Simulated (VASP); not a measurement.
Write the native input for VASP 6.6.1 that does the following.

```
Task                   : single point
Functional             : PBE
Potentials or basis    : VASP PAW PBE potentials, release 64 (Sr_sv, O)
Cutoff                 : 520 eV
k mesh                 : 6 × 6 × 4
Occupations            : gaussian, width 0.01 eV
Spin                   : no spin polarisation
Dipole correction      : no
Further INCAR settings : ALGO = Normal; EDIFF = 1e-07; NBANDS = 24
```

The structure of SrO lies in POSCAR:

```
SrO
1.0
    4.2467890956      0.0000000000      0.0000000000
   -2.1233945478      3.6778272413      0.0000000000
    0.0000000000      0.0000000000      5.1323355319
Sr O
2 2
Direct
    0.3333333333      0.6666666667     -0.0625006792
    0.6666666667      0.3333333333      0.4374993208
    0.3333333333      0.6666666667      0.4375006792
    0.6666666667      0.3333333333      0.9375006792
```

This cell differs from its parent crystal: volume changed by -3%.

The input as run:

INCAR

```
SYSTEM = SrO
ALGO = Normal
EDIFF = 1E-7
ENCUT = 520
GGA = PE
ISIF = 2
ISMEAR = 0
LASPH = .TRUE.
LCHARG = .FALSE.
LREAL = .FALSE.
LWAVE = .FALSE.
NBANDS = 24
NELM = 60
PREC = Accurate
SIGMA = 0.01
```

KPOINTS

```
k-points
0
G
  6 6 4
  0 0 0
```

Potentials or basis: VASP PAW PBE potentials, release 64 (Sr_sv, O).

Run with:

```console
$ cat potpaw_PBE.64/Sr_sv/POTCAR potpaw_PBE.64/O/POTCAR > POTCAR
$ mpirun -np 1 vasp_std > vasp.out
```

It gave:

```
Pressure               : 2.8 GPa
Band gap on the k mesh : 2.69 eV, direct
```

Wall time 40 s on 1 thread of Intel(R) Xeon(R) Platinum 8259CL CPU @ 2.50GHz (Skylake/Cascade Lake) (shared host), peak memory 0.21 GiB.
